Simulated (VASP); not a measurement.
# PbSe (F-43m) in VASP: further runs

The runs below take PbSe through single point, with PBE0, PBE-based screened hybrid with 40 % exact exchange, PBE-based global hybrid with 40 % exact exchange.

Everything below comes from runs of VASP 6.6.1. Logs are shortened: lines on timing, memory, paths and dates and some standing lists are left out, and cuts for length are marked.

**1. The cell of the first run**

It takes space group F-43m (No. 216, cubic). The conventional cell has a = 6.846 Å, b = 6.846 Å, c = 6.846 Å, α = 90.00°, β = 90.00°, γ = 90.00°. Pb (site symmetry -43m) has 4 Se at 2.96 Å within 3.9 Å. Within 3.9 Å of Se (site symmetry -43m) lie 4 Pb at 2.96 Å.

**2. Single point, PBE0**

Input file POSCAR:

```
PbSe
1.0
    0.0000000000      3.4232041310      3.4232041310
    3.4232041310      0.0000000000      3.4232041310
    3.4232041310      3.4232041310      0.0000000000
Pb Se
1 1
Direct
    0.0000000000      0.0000000000      0.0000000000
    0.2500000000      0.2500000000      0.2500000000
```

Input file INCAR.step1:

```
SYSTEM = PbSe
ALGO = Normal
EDIFF = 1E-5
ENCUT = 520
GGA = PE
ISIF = 2
ISMEAR = 0
LASPH = .TRUE.
LCHARG = .FALSE.
LREAL = .FALSE.
LWAVE = .TRUE.
NBANDS = 17
NELM = 60
PREC = Accurate
SIGMA = 0.01
```

Input file INCAR.step2:

```
SYSTEM = PbSe
AEXX = 0.25
ALGO = Normal
EDIFF = 1E-6
ENCUT = 520
GGA = PE
ISIF = 2
ISMEAR = 0
ISTART = 1
LASPH = .TRUE.
LCHARG = .FALSE.
LHFCALC = .TRUE.
LREAL = .FALSE.
LWAVE = .FALSE.
NBANDS = 17
NELM = 60
PREC = Accurate
PRECFOCK = Normal
SIGMA = 0.01
```

Input file KPOINTS:

```
k-points
0
G
  4 4 4
  0 0 0
```

Potentials or basis: VASP PAW PBE potentials, release 64 (Pb_d, Se).

Launch:

```bash
cat potpaw_PBE.64/Pb_d/POTCAR potpaw_PBE.64/Se/POTCAR > POTCAR
cp INCAR.step1 INCAR
mpirun -np 1 vasp_std > vasp.out
cp INCAR.step2 INCAR
mpirun -np 1 vasp_std > vasp.out
```

OUTCAR:

```text
SYSTEM = PbSe
   AEXX = 0.25
   EDIFF = 1E-6
   ENCUT = 520
   GGA = PE
   ISIF = 2
   ISMEAR = 0
   ISTART = 1
   LASPH = .TRUE.
   LHFCALC = .TRUE.
   LREAL = .FALSE.
   NELM = 60
   PREC = Accurate
   PRECFOCK = Normal

 ion  position               nearest neighbor table
   1  0.000  0.000  0.000-   2 2.96   2 2.96   2 2.96   2 2.96
   2  0.250  0.250  0.250-   1 2.96   1 2.96   1 2.96   1 2.96

  LATTYP: Found a face centered cubic cell.
 ALAT       =     6.8464082620

  Lattice vectors:

 A1 = (   0.0000000000,   3.4232041310,   3.4232041310)
 A2 = (   3.4232041310,   0.0000000000,   3.4232041310)
 A3 = (   3.4232041310,   3.4232041310,   0.0000000000)

Analysis of symmetry for initial positions (statically):
=====================================================================
 Subroutine PRICEL returns:
 Original cell was already a primitive cell.

 Routine SETGRP: Setting up the symmetry group for a
 face centered cubic supercell.

 Subroutine GETGRP returns: Found 24 space group operations
 (whereof 24 operations were pure point group operations)
 out of a pool of 48 trial point group operations.

The static configuration has the point symmetry T_d .

Analysis of symmetry for dynamics (positions and initial velocities):
=====================================================================
 Subroutine PRICEL returns:
 Original cell was already a primitive cell.

 Routine SETGRP: Setting up the symmetry group for a
 face centered cubic supercell.

 Subroutine GETGRP returns: Found 24 space group operations
 (whereof 24 operations were pure point group operations)
 out of a pool of 48 trial point group operations.

The dynamic configuration has the point symmetry T_d .

 Subroutine INISYM returns: Found 24 space group operations
 (whereof 24 operations are pure point group operations),
 and found     1 'primitive' translations

----------------------------------------------------------------------------------------

                                     Primitive cell

  volume of cell :      80.2284

  direct lattice vectors                    reciprocal lattice vectors
     0.000000000  3.423204131  3.423204131    -0.146061988  0.146061988  0.146061988
     3.423204131  0.000000000  3.423204131     0.146061988 -0.146061988  0.146061988
     3.423204131  3.423204131  0.000000000     0.146061988  0.146061988 -0.146061988

  length of vectors
     4.841141709  4.841141709  4.841141709     0.252986784  0.252986784  0.252986784

  position of ions in fractional coordinates (direct lattice)
     0.000000000  0.000000000  0.000000000
     0.250000000  0.250000000  0.250000000

  ion indices of the primitive-cell ions
   primitive index   ion index
                 1           1
                 2           2

----------------------------------------------------------------------------------------

 KPOINTS: k-points

Automatic generation of k-mesh.
 Grid dimensions read from file:
 generate k-points for:    4    4    4

 Generating k-lattice:

  Cartesian coordinates                     Fractional coordinates (reciprocal lattice)
    -0.036515497  0.036515497  0.036515497     0.250000000  0.000000000  0.000000000
     0.036515497 -0.036515497  0.036515497     0.000000000  0.250000000  0.000000000
     0.036515497  0.036515497 -0.036515497     0.000000000  0.000000000  0.250000000

  Length of vectors
     0.063246696  0.063246696  0.063246696

  Shift w.r.t. Gamma in fractional coordinates (k-lattice)
     0.000000000  0.000000000  0.000000000

 Subroutine IBZKPT returns following result:
 ===========================================

 Found      8 irreducible k-points:

 Following reciprocal coordinates:
            Coordinates               Weight
  0.000000  0.000000  0.000000      1.000000
  0.250000  0.000000  0.000000      8.000000
  0.500000  0.000000  0.000000      4.000000
  0.250000  0.250000  0.000000      6.000000
  0.500000  0.250000  0.000000     24.000000
 -0.250000  0.250000  0.000000     12.000000
  0.500000  0.500000  0.000000      3.000000
 -0.250000  0.500000  0.250000      6.000000
   k-points           NKPTS =      8   k-points in BZ     NKDIM =     64   number of bands    NBANDS=     17
   number of dos      NEDOS =    301   number of ions     NIONS =      2
   total plane-waves  NPLWV =  46656
   dimension x,y,z NGX =    36 NGY =   36 NGZ =   36
   dimension x,y,z NGXF=    72 NGYF=   72 NGZF=   72
   ions per type =               1   1
   NGX,Y,Z   is equivalent  to a cutoff of  12.36, 12.36, 12.36 a.u.
   NGXF,Y,Z  is equivalent  to a cutoff of  24.72, 24.72, 24.72 a.u.
 SYSTEM =  PbSe
   PREC   = accura    normal or accurate (medium, high low for compatibility)
   ISTART =      1    job   : 0-new  1-cont  2-samecut
   ICHARG =      0    charge: 1-file 2-atom 10-const
   ISPIN  =      1    spin polarized calculation?
   LNONCOLLINEAR =      F non collinear calculations
   LSORBIT =      F    spin-orbit coupling
   LASPH  =      T    aspherical Exc in radial PAW
   ENCUT  =  520.0 eV  38.22 Ry    6.18 a.u.   9.00  9.00  9.00*2*pi/ulx,y,z
   NELM   =     60;   NELMIN=  2; NELMDL=  0     # of ELM steps
   EDIFF  = 0.1E-05   stopping-criterion for ELM
   LREAL  =      F    real-space projection
   EDIFFG = 0.1E-04   stopping-criterion for IOM
   NSW    =      0    number of steps for IOM
   IBRION =     -1    ionic relax: 0-MD 1-quasi-New 2-CG
   NFREE  =      0    steps in history (QN), initial steepest desc. (CG)
   ISIF   =      2    stress and relaxation
   ISYM   =      3    0-nonsym 1-usesym 2-fastsym
   POTIM  = 0.5000    time-step for ionic-motion
   TEBEG  =    0.0;   TEEND  =   0.0 temperature during run
   PSTRESS=    0.0 pullay stress
   NELECT =      20.0000    total number of electrons
   NUPDOWN=      -1.0000    fix difference up-down
   EMIN   =  10.00;   EMAX   =-10.00  energy-range for DOS
   EFERMI =   0.00;   METHOD = LEGACY
   ISMEAR =     0;   SIGMA  =   0.01  broadening in eV -4-tet -1-fermi 0-gaus
   EFERMI_NEDOS =   21; number of points for ismear=-14 and -15
   IALGO  =     38    algorithm
   IMIX   =      1    mixing-type and parameters
     AMIX     =   0.40;   BMIX     =  1.00
     AMIX_MAG =   1.60;   BMIX_MAG =  1.00
  volume/ion in A,a.u.               =      40.11       270.70
  Fermi-wavevector in a.u.,A,eV,Ry     =   1.030328  1.947037 14.443606  1.061575
  Thomas-Fermi vector in A             =   2.164420
   LORBIT       =      0    0 simple, 1 ext, 2 COOP (PROOUT), +10 PAW based schemes
   GGA     = PE    functional components
   LHFCALC =     T    Hartree Fock is set to
   PRECFOCK=normal    Normal, Fast or Accurate (Low or Medium for compatibility)
   ENCUT4O =  -1.0   cutoff for four orbital integrals eV
   NKREDX  =     1    reduce k-point grid by
   NKREDY  =     1    reduce k-point grid by
   NKREDZ  =     1    reduce k-point grid by
   AEXX    =    0.2500 exact exchange contribution
   HFSCREEN=    0.0000 screening length (either q_TF or 0.3 A-1)
   HFSCREENC=   0.0000 screening length for correlation (either q_TF or 0.3 A-1)
   ENCUTFOCK=  -1.0 apply spherical cutoff to Coloumb kernel
   IVDW    =     0    specifies the selected vdW correction
   LEPSILON=     F    determine dielectric tensor
   LRPA    =     F    only Hartree local field effects (RPA)
 non-spin polarized calculation
 Gauss-broadening in eV      SIGMA  =   0.01
  energy-cutoff  :      520.00
  volume of cell :       80.23
 maximum number of plane-waves:      2200
  NGX = 28; NGY = 28; NGZ = 28

 number of electron      20.0000005 magnetization

 Free energy of the ion-electron system (eV)
  ---------------------------------------------------
  ext. energy  EPLUGINS =         0.00000000
  ---------------------------------------------------
  free energy    TOTEN  =       -10.33429219 eV

  energy without entropy =      -10.33429219  energy(sigma->0) =      -10.33429219

 E-fermi :   1.7464     XC(G=0):  -6.1259

 val. band max:        1.6996292747   @ k =  -0.2500   0.5000   0.2500
 cond. band min:       3.4303299942   @ k =   0.5000   0.5000   0.0000
 fundamental gap:      1.7307007194
 Fermi energy:         1.7463842282

 k-point     1 :       0.0000    0.0000    0.0000
  band No.  band energies     occupation
      1     -16.9557      2.00000
      2     -16.9557      2.00000
      3     -16.9557      2.00000
      4     -16.9170      2.00000
      5     -16.9170      2.00000
      6     -12.5053      2.00000
[... 9 lines left out ...]
     16      11.3848      0.00000
     17      12.1215      0.00000

 k-point     2 :       0.2500    0.0000    0.0000
  band No.  band energies     occupation
      1     -16.9688      2.00000
      2     -16.9507      2.00000
      3     -16.9507      2.00000
      4     -16.9167      2.00000
      5     -16.9167      2.00000
      6     -12.2088      2.00000
[... 9 lines left out ...]
     16      10.4879      0.00000
     17      11.5833      0.00000

 k-point     3 :       0.5000    0.0000    0.0000
  band No.  band energies     occupation
      1     -16.9818      2.00000
      2     -16.9469      2.00000
      3     -16.9469      2.00000
      4     -16.9153      2.00000
      5     -16.9153      2.00000
      6     -11.8469      2.00000
[... 9 lines left out ...]
     16      11.5516      0.00000
     17      11.5516      0.00000

 k-point     4 :       0.2500    0.2500    0.0000
  band No.  band energies     occupation
      1     -16.9791      2.00000
      2     -16.9451      2.00000
      3     -16.9451      2.00000
      4     -16.9205      2.00000
      5     -16.9143      2.00000
      6     -12.1049      2.00000
[... 9 lines left out ...]
     16      11.9716      0.00000
     17      13.6405      0.00000

 k-point     5 :       0.5000    0.2500    0.0000
  band No.  band energies     occupation
      1     -16.9900      2.00000
      2     -16.9420      2.00000
      3     -16.9403      2.00000
      4     -16.9201      2.00000
      5     -16.9138      2.00000
      6     -11.7275      2.00000
[... 9 lines left out ...]
     16      11.9360      0.00000
     17      12.5765      0.00000

 k-point     6 :      -0.2500    0.2500    0.0000
  band No.  band energies     occupation
      1     -16.9824      2.00000
      2     -16.9450      2.00000
      3     -16.9449      2.00000
      4     -16.9173      2.00000
      5     -16.9162      2.00000
      6     -11.8586      2.00000
[... 9 lines left out ...]
     16      11.3076      0.00000
     17      12.5948      0.00000

 k-point     7 :       0.5000    0.5000    0.0000
  band No.  band energies     occupation
      1     -17.0013      2.00000
      2     -16.9345      2.00000
      3     -16.9345      2.00000
      4     -16.9246      2.00000
      5     -16.9115      2.00000
      6     -11.5918      2.00000
[... 9 lines left out ...]
     16      13.0117      0.00000
     17      13.1302      0.00000

 k-point     8 :      -0.2500    0.5000    0.2500
  band No.  band energies     occupation
      1     -16.9938      2.00000
      2     -16.9426      2.00000
      3     -16.9353      2.00000
      4     -16.9204      2.00000
      5     -16.9146      2.00000
      6     -11.5864      2.00000
[... 9 lines left out ...]
     16      12.4130      0.00000
     17      12.5716      0.00000

------------------------ aborting loop because EDIFF is reached ----------------------------------------

  FORCE on cell =-STRESS in cart. coord.  units (eV):
  Direction    XX          YY          ZZ          XY          YZ          ZX
  --------------------------------------------------------------------------------------
  -------------------------------------------------------------------------------------
  Total       -0.0242627     -0.0242627     -0.0242627     -0.0000000     -0.0000000      0.0000000
  in kB       -0.4845310     -0.4845310     -0.4845310     -0.0000000     -0.0000000      0.0000000
  external PRESSURE =      -0.4845310 kB  Pullay stress =       0.0000000 kB

 VOLUME and BASIS-vectors are now :
 -----------------------------------------------------------------------------
  energy-cutoff  :      520.00
  volume of cell :       80.23
      direct lattice vectors                 reciprocal lattice vectors
     0.000000000  3.423204131  3.423204131    -0.146061988  0.146061988  0.146061988
     3.423204131  0.000000000  3.423204131     0.146061988 -0.146061988  0.146061988
     3.423204131  3.423204131  0.000000000     0.146061988  0.146061988 -0.146061988

 POSITION                                       TOTAL-FORCE (eV/Angst)
 -----------------------------------------------------------------------------------
      0.00000      0.00000      0.00000        -0.000000     -0.000000     -0.000000
      1.71160      1.71160      1.71160         0.000000      0.000000      0.000000
 -----------------------------------------------------------------------------------
    total drift:                               -0.000006      0.000007      0.000000

  FREE ENERGIE OF THE ION-ELECTRON SYSTEM (eV)
  ---------------------------------------------------
  free  energy   TOTEN  =       -10.3342921908 eV

  energy  without entropy=      -10.3342921908  energy(sigma->0) =      -10.33429219
```

Wall time 11 min (1 thread of Intel Xeon Platinum 8488C (Sapphire Rapids), shared host); peak memory 0.22 GiB.

Results:

| Property | Result |
| --- | --- |
| Free energy | -10.3343 eV |
| Pressure | 0.0 GPa |
| Band gap on the k mesh | 1.73 eV (least direct gap 2.33 eV) |

Levels at points of the mesh, in eV from the valence-band top:
```tsv
k point	band 8	band 9	band 10	band 11	band 12	band 13
(0.00, 0.00, 0.00)	-1.94	-1.94	-1.94	3.34	3.34	3.34
(0.50, 0.00, 0.00)	-2.52	-2.52	-2.20	4.15	4.15	4.99
(0.50, 0.50, 0.00)	-3.29	-3.29	-0.60	1.73	6.36	6.36
```

Caveat: the structure was generated, so it needn't be the stable form of PbSe; the PAW data sets were made with another functional, which shifts forces and pressure a little; spin-orbit coupling is left out, which moves the levels of the heavy elements.

**3. Single point, PBE-based screened hybrid with 40 % exact exchange**

POSCAR is that of step 2.

Input file INCAR.step1:

```
PREC = Accurate ; ENCUT = 520
EDIFF = 1E-5 ; ISMEAR = 0
SIGMA = 0.01 ; LREAL = False
LASPH = True ; NELM = 80
ALGO = Normal ; ISIF = 2
LWAVE = True ; LCHARG = False
NBANDS = 17 ; GGA = PE
```

Input file INCAR.step2:

```
PREC = Accurate ; ENCUT = 520
EDIFF = 1E-6 ; ISMEAR = 0
SIGMA = 0.01 ; LREAL = False
LASPH = True ; NELM = 80
ALGO = Normal ; ISIF = 2
LWAVE = False ; LCHARG = False
GGA = PE ; LHFCALC = True
AEXX = 0.4 ; HFSCREEN = 0.5
PRECFOCK = Normal ; NBANDS = 17
ISTART = 1
```

Input file KPOINTS:

```
regular mesh
0
Gamma
  4 4 4
```

Potentials or basis: VASP PAW PBE potentials, release 64 (Pb_d, Se).

Launch:

```bash
cat potpaw_PBE.64/Pb_d/POTCAR potpaw_PBE.64/Se/POTCAR > POTCAR
cp INCAR.step1 INCAR
mpirun -np 1 vasp_std > vasp.out
cp INCAR.step2 INCAR
mpirun -np 1 vasp_std > vasp.out
```

Run time: 11 min. Hardware: 1 thread of Intel Xeon Platinum 8488C (Sapphire Rapids), shared host; peak memory 0.33 GiB.

It converged, with:

- Free energy: -9.0200 eV
- Pressure: 0.0 GPa
- Band gap on the k mesh: 0.89 eV (least direct gap 1.45 eV)

Levels at points of the mesh, in eV from the valence-band top:
| k point | band 7 | band 8 | band 9 | band 10 | band 11 | band 12 | band 13 | band 14 |
| --- | --- | --- | --- | --- | --- | --- | --- | --- |
| (0.00, 0.00, 0.00) | -6.66 | -1.91 | -1.91 | -1.91 | 2.46 | 2.46 | 2.46 | 5.08 |
| (0.50, 0.00, 0.00) | -8.40 | -2.45 | -2.45 | -2.09 | 3.24 | 3.24 | 4.06 | 6.91 |
| (0.50, 0.50, 0.00) | -8.79 | -3.17 | -3.17 | -0.56 | 0.89 | 5.41 | 5.41 | 6.34 |

Caveat: the structure was generated, so it needn't be the stable form of PbSe; the PAW data sets were made with another functional, which shifts forces and pressure a little; spin-orbit coupling is left out, which moves the levels of the heavy elements. A k mesh can miss the band edges.

**4. Single point, PBE-based global hybrid with 40 % exact exchange**

POSCAR is that of step 3.

Input file INCAR.step1:

```
SYSTEM = PbSe
PREC = Accurate
ENCUT = 520
EDIFF = 1E-5
ISMEAR = 0
SIGMA = 0.01
LREAL = .False.
LASPH = .True.
NELM = 80
ALGO = Normal
ISIF = 2
LWAVE = .True.
LCHARG = .False.
GGA = PE
NBANDS = 17
```

Input file INCAR.step2:

```
SYSTEM = PbSe
PREC = Accurate
ENCUT = 520
EDIFF = 1E-7
ISMEAR = 0
SIGMA = 0.01
LREAL = .False.
LASPH = .True.
NELM = 80
ALGO = Normal
ISIF = 2
LWAVE = .False.
LCHARG = .False.
GGA = PE
LHFCALC = .True.
AEXX = 0.4
PRECFOCK = Normal
ISTART = 1
NBANDS = 17
```

Input file KPOINTS:

```
Automatic mesh
0
Gamma
  4 4 4
  0 0 0
```

Launch:

```bash
cat potpaw_PBE.64/Pb_d/POTCAR potpaw_PBE.64/Se/POTCAR > POTCAR
cp INCAR.step1 INCAR
mpirun -np 1 vasp_std > vasp.out
cp INCAR.step2 INCAR
mpirun -np 1 vasp_std > vasp.out
```

Run time: 15 min. Hardware: 1 thread of Intel Xeon Platinum 8488C (Sapphire Rapids), shared host; peak memory 0.23 GiB.

Results (log left out):

* Free energy: -11.8926 eV
* Pressure: -0.4 GPa
* Band gap on the k mesh: 2.44 eV (least direct gap 3.09 eV)

Levels at points of the mesh, in eV from the valence-band top:
| k point | band 7 | band 8 | band 9 | band 10 | band 11 | band 12 | band 13 | band 14 |
| --- | --- | --- | --- | --- | --- | --- | --- | --- |
| (0.00, 0.00, 0.00) | -7.04 | -2.11 | -2.11 | -2.11 | 4.12 | 4.12 | 4.12 | 6.69 |
| (0.50, 0.00, 0.00) | -9.02 | -2.73 | -2.73 | -2.28 | 4.96 | 4.96 | 5.83 | 8.57 |
| (0.50, 0.50, 0.00) | -9.44 | -3.52 | -3.52 | -0.64 | 2.44 | 7.30 | 7.30 | 8.05 |

Caveat: the structure was generated, so it needn't be the stable form of PbSe; the PAW data sets were made with another functional, which shifts forces and pressure a little; spin-orbit coupling is left out, which moves the levels of the heavy elements. A k mesh can miss the band edges.

**5. Overview**

| level | share of exact exchange | screening parameter | gap on the mesh (eV) | pressure (GPa) |
| --- | --- | --- | --- | --- |
| PBE0 | 0.25 | - | 1.73 | 0.0 |
| PBE-based screened hybrid with 40 % exact exchange | 0.4 | 0.5 1/Å | 0.89 | 0.0 |
| PBE-based global hybrid with 40 % exact exchange | 0.4 | - | 2.44 | -0.4 |

Alike in all rows: task single point; potentials or basis VASP PAW PBE potentials, release 64 (Pb_d, Se); no spin polarisation; cell as given; k mesh 4 × 4 × 4; cutoff (eV) 520; smearing gaussian 0.01 eV.

On the cell as given the gap runs from 0.89 eV (PBE-based screened hybrid with 40 % exact exchange) to 2.44 eV (PBE-based global hybrid with 40 % exact exchange). The pressure there spans -0.4 GPa (PBE-based global hybrid with 40 % exact exchange) to 0.0 GPa (PBE-based screened hybrid with 40 % exact exchange); a positive pressure means that this level wants a larger cell, a negative one a smaller.

Caveats: the structure was generated, so it needn't be the stable form of PbSe; the PAW data sets were made with another functional, which shifts forces and pressure a little; spin-orbit coupling is left out, which moves the levels of the heavy elements.

Absolute energies hang on the potentials; compare differences alone.
